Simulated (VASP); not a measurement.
Here is a VASP 6.6.1 calculation.

INCAR

```
PREC = Accurate
ENCUT = 520
EDIFF = 1E-6
ISMEAR = -1
SIGMA = 0.15
LREAL = False
LASPH = True
NELM = 60
ALGO = Normal
ISIF = 2
LWAVE = False
LCHARG = False
GGA = CA
NBANDS = 76
```

File KPOINTS:

```
regular mesh
0
Gamma
  2 2 2
```

POSCAR

```
B4W8C
1.0
    5.5671680000      0.0000000000      0.0000000000
    0.0000000000      5.5671680000      0.0000000000
    0.0000000000      0.0000000000      4.7658790000
B W C
4 8 1
Direct
   -0.0227884490     -0.0043794821      0.2281548024
   -0.0094643209     -0.0239991740      0.8039636874
    0.5063464152      0.5012492046      0.7676578569
    0.5253045505      0.4724529604      0.1690930762
    0.3350975234      0.2199399888      0.4335547812
    0.8246558641      0.3258020143      0.4707701895
    0.1647853480      0.3127211045     -0.0451338170
    0.6580184324      0.1468649019     -0.0401278335
    0.8388140093      0.6506015363      0.0155958771
    0.3287261628      0.7920992103      0.0691277583
    0.6622597933      0.8302777053      0.5141928095
    0.1567414761      0.6877429447      0.5424521840
    0.3117726949      1.0006017851      0.7468499279
```

Potentials or basis: VASP PAW LDA potentials, release 64 (B, W_sv, C).

Command:

```sh
$ cat potpaw_LDA.64/B/POTCAR potpaw_LDA.64/W_sv/POTCAR potpaw_LDA.64/C/POTCAR > POTCAR
$ mpirun -np 1 vasp_std > vasp.out
```

Question: Estimate the band gap on the k mesh.

Answer: Zero (band 64 reaches 12.18 eV, above the bottom of band 65 at 11.59 eV).

Question: Predict the largest force.

Answer: 0.089 eV/Å.

Question: Estimate the pressure.

Answer: 11.5 GPa.

Forces on the atoms (eV/Å):
```
B    0.010  0.009  0.030
B    0.018  0.008 -0.009
B   -0.002  0.004 -0.004
B    0.003 -0.025  0.011
W    0.040  0.038  0.000
W    0.026  0.047 -0.008
W   -0.020  0.032 -0.009
W    0.023 -0.013  0.006
W   -0.062  0.043 -0.034
W    0.036 -0.055  0.060
W    0.005 -0.015  0.004
W   -0.005 -0.060 -0.015
C   -0.073 -0.013 -0.031
```

Caveat: the k points lie up to 0.66 Å⁻¹ apart; spin-orbit coupling is left out, which moves the levels of the heavy elements.
